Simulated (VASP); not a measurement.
A run of VASP 6.6.1 is set up as follows.

The input POSCAR:

```
Si
1.0
    2.6860563853      0.0000000000      0.0000000000
   -1.3430281927      2.3261930656      0.0000000000
    0.0000000000      0.0000000000      2.4663543900
Si
1
Direct
    0.0000000000      0.0000000000      0.0000000000
```

Contents of INCAR.step1:

```
SYSTEM = Si
ALGO = Normal
EDIFF = 1E-4
ENCUT = 520
GGA = PE
ISMEAR = 0
LASPH = .True.
LCHARG = .False.
LREAL = .False.
LWAVE = .True.
NBANDS = 8
NELM = 100
PREC = Accurate
SIGMA = 0.15
```

INCAR.step2

```
SYSTEM = Si
ALGO = Normal
EDIFF = 1E-6
ENCUT = 520
ISIF = 2
ISMEAR = 0
ISTART = 1
LASPH = .True.
LCHARG = .False.
LMIXTAU = .True.
LREAL = .False.
LWAVE = .False.
METAGGA = R2SCAN
NBANDS = 8
NELM = 100
PREC = Accurate
SIGMA = 0.15
```

The input KPOINTS:

```
k-points
0
Gamma
  24 24 20
  0 0 0
```

Potentials or basis: VASP PAW PBE potentials, release 64 (Si).

Launch:

```console
$ cat potpaw_PBE.64/Si/POTCAR > POTCAR
$ cp INCAR.step1 INCAR
$ mpirun -np 1 vasp_std > vasp.out
$ cp INCAR.step2 INCAR
$ mpirun -np 1 vasp_std > vasp.out
```

Problem. What does it give for the band gap on the k mesh?

Solution. Zero (band 2 reaches 17.13 eV, above the bottom of band 3 at 4.43 eV).

Problem. What does it give for the pressure?

Solution. -3.1 GPa.

Stress tensor (GPa, compression positive):
```
-4.44  0.00  0.00
 0.00 -4.44  0.00
 0.00  0.00 -0.39
```

Caveat: the cell differs from its parent crystal (strain +0.025 along x and y, +0.000 along z); the PAW data sets were made with another functional, which shifts forces and pressure a little.
